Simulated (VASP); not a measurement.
Ta, 2 atoms in the cell. Symmetry: P6_3/mmc, No. 194, hexagonal system. The conventional cell has a = 2.900 Å, b = 2.900 Å, c = 5.166 Å, α = 90.00°, β = 90.00°, γ = 120.00°. Ta (site symmetry -6m2) has 12 Ta at 2.90 to 3.08 Å within 3.8 Å. This isn't the form of Ta at room conditions, which is bcc.

```yaml
Program: VASP 6.6.1
Task: single point
Functional: PBEsol
Potentials_or_basis: VASP PAW PBE potentials, release 64 (Ta_pv)
Cutoff: 500 eV
k_mesh: 13 × 13 × 7
Occupations: fermi-dirac, width 0.1 eV
Spin: no spin polarisation
Dipole_correction: no
Further_INCAR_settings: ALGO = Normal; EDIFF = 1e-06; NBANDS = 18
```

Potentials or basis: VASP PAW PBE potentials, release 64 (Ta_pv).

Launch:

```console
$ cat potpaw_PBE.64/Ta_pv/POTCAR > POTCAR
$ mpirun -np 1 vasp_std > vasp.out
```

Hardware: 1 thread of Intel(R) Xeon(R) 6975P-C (Granite Rapids) (shared host).

**Question.** Estimate the wall time of this run.

**Answer.** Run time: 23 s on 1 thread of Intel(R) Xeon(R) 6975P-C (Granite Rapids) (shared host), peak memory 0.18 GiB. Counts: scf iterations 12, k points 84.
